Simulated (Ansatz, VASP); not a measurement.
**Two plane-wave programs on ScAl4As**

```
Sc Al As
1.0
     0.00000    4.52998    4.52998
     4.52998    0.00000    4.52998
     4.52998    4.52998    0.00000
Sc Al As
1 4 1
Direct
  0.50000 0.50000 0.50000
  0.90049 0.29852 0.90049
  0.90049 0.90049 0.90049
  0.29852 0.90049 0.90049
  0.90049 0.90049 0.29852
  0.75000 0.75000 0.75000
```

Alike in both runs: functional PBE; k mesh 8 × 8 × 8; occupations gaussian, width 0.1 eV; no spin polarisation.

Ansatz relaxed the structure, and its values are those at the end. VASP's run is a single point on that final structure, the one shown.

|  | VASP | Ansatz |
| --- | --- | --- |
| version | VASP 6.6.1 | Ansatz 0.2.0 |
| potentials or method | VASP PAW PBE potentials, release 64 (Sc_sv, Al, As), cutoff 520 eV | scalar-relativistic, plane waves, PAW |
| valence electrons in the cell | 28 | 38 |

Ansatz gave:

| Quantity | Value |
| --- | --- |
| gap on the k mesh at the Fermi level (eV) | none |
| pressure (GPa) | 0.0 |
| rms of the force components (eV/Å) | 0.003 |

Q: Estimate VASP's values.

A: gap on the k mesh at the Fermi level (eV): none; pressure (GPa): 0.0; rms of the force components (eV/Å): 0.006.

A gap of «none» marks a metal or a gap that the smearing closes. VASP's potentials hold 28 valence electrons a cell and Ansatz's 38, so a difference there can come from the potentials and not from the codes.
